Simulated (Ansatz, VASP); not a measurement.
One calculation of CsPbBr3, two programs

```
CELL_PARAMETERS angstrom
5.69390 0.00000 0.00000
0.00000 5.69390 0.00000
0.00000 0.00000 5.69390
ATOMIC_POSITIONS crystal
Cs 0.00000 0.00000 0.00000
Pb 0.50000 0.50000 0.50000
Br 0.00000 0.50000 0.50000
Br 0.50000 0.00000 0.50000
Br 0.50000 0.50000 0.00000
```

Change from the starting cell: strain -0.030 along x and y, -0.030 along z, atoms carried along.

Alike in both runs: task single point; functional PBE; k mesh 6 × 6 × 6; occupations gaussian, width 0.05 eV; no spin polarisation.

```csv
,VASP,Ansatz
version,VASP 6.6.1,Ansatz 0.2.0
potentials or method,"VASP PAW PBE potentials, release 64 (Cs_sv, Pb_d, Br), cutoff 520 eV","scalar-relativistic, plane waves, PAW"
valence electrons in the cell,44,44
```

```csv
,VASP,Ansatz,Ansatz less VASP
gap on the k mesh at the Fermi level (eV),1.10,1.10,-0.006
least direct gap on the mesh (eV),1.10,1.10,-0.006
pressure (GPa),4.3,4.3,0.00
```

Neither program's run includes spin-orbit coupling.
